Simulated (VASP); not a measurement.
Runs of VASP 6.6.1 on RuPt2. The structure is that of space group P6_3/mmc (No. 194), or close to it. The cells are those of the table. 

```csv
task,spin,cell,k mesh,cutoff (eV),gap on the mesh (eV),pressure (GPa),largest force (eV/Å)
single point,off,"a = 2.759, b = 2.759, c = 13.666 Å, angles 90.0, 90.0, 120.0°, 6 atoms",6 × 6 × 2,520,none,-0.4,-
single point,"collinear, ferromagnetic start","a = 2.759, b = 2.759, c = 13.666 Å, angles 90.0, 90.0, 120.0°, 6 atoms",6 × 6 × 2,520,none,-0.4,-
single point,off,"a = 2.659, b = 2.659, c = 12.969 Å, angles 90.0, 90.0, 120.0°, 6 atoms",18 × 18 × 4,520,none,46.8,0.01
single point,off,"a = 2.689, b = 2.689, c = 13.109 Å, angles 90.0, 90.0, 120.0°, 6 atoms",18 × 18 × 4,520,none,31.5,0.01
relaxation of cell and atoms,off,"relaxed from a = 2.928, b = 2.928, c = 10.849 Å, angles 90.0, 90.0, 120.0°, 6 atoms",6 × 6 × 2,600,none,0.0,-
single point,off,"a = 2.928, b = 2.928, c = 10.849 Å, angles 90.0, 90.0, 120.0°, 6 atoms",6 × 6 × 2,520,none,140.7,(a)
```

Alike in all rows: level PBE; potentials or basis VASP PAW PBE potentials, release 64 (Ru_pv, Pt); smearing gaussian 0.1 eV.

Q: Fill in the values left out.

A: (a) 15.47.

Caveats: some runs use coarse meshes; spin-orbit coupling is left out, which moves the levels of the heavy elements; forces of over 1 eV/Å act on the atoms, so gaps and moduli don't describe the material at rest (some runs).

A k mesh can miss the band edges, and the runs leave out spin-orbit coupling on Pt, Ru.

A gap of «none» marks levels without a gap at the run's occupations.
